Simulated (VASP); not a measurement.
Here is a VASP 6.6.1 calculation.

Contents of INCAR:

```
SYSTEM = AlN
PREC = Accurate ; ENCUT = 520
EDIFF = 1E-6 ; ISMEAR = 0
SIGMA = 0.05 ; LREAL = .False.
LASPH = .True. ; NELM = 60
ALGO = Normal ; ISIF = 2
LWAVE = .False. ; LCHARG = .True.
GGA = PS ; LELF = .True.
LVHAR = .True. ; NBANDS = 16
```

The input KPOINTS:

```
Automatic mesh
0
Gamma
  9 9 6
  0 0 0
```

Contents of POSCAR:

```
AlN
1.0
    3.3411000000      0.0000000000      0.0000000000
   -1.6705500000      2.8934774766      0.0000000000
    0.0000000000      0.0000000000      4.0572000000
Al N
2 2
Direct
    0.3333333333      0.6666666667      0.7500000000
    0.6666666667      0.3333333333      0.2500000000
    0.3333333333      0.6666666667      0.2500000000
    0.6666666667      0.3333333333      0.7500000000
```

Potentials or basis: VASP PAW PBE potentials, release 64 (Al, N).

Command:

```console
$ cat potpaw_PBE.64/Al/POTCAR potpaw_PBE.64/N/POTCAR > POTCAR
$ mpirun -np 1 vasp_std > vasp.out
```

(1) Estimate the pressure.

(2) Estimate the band gap on the k mesh.

Answers

(1) -1.1 GPa.

(2) 3.40 eV, direct.

Caveat: the PAW data sets were made with another functional, which shifts forces and pressure a little.
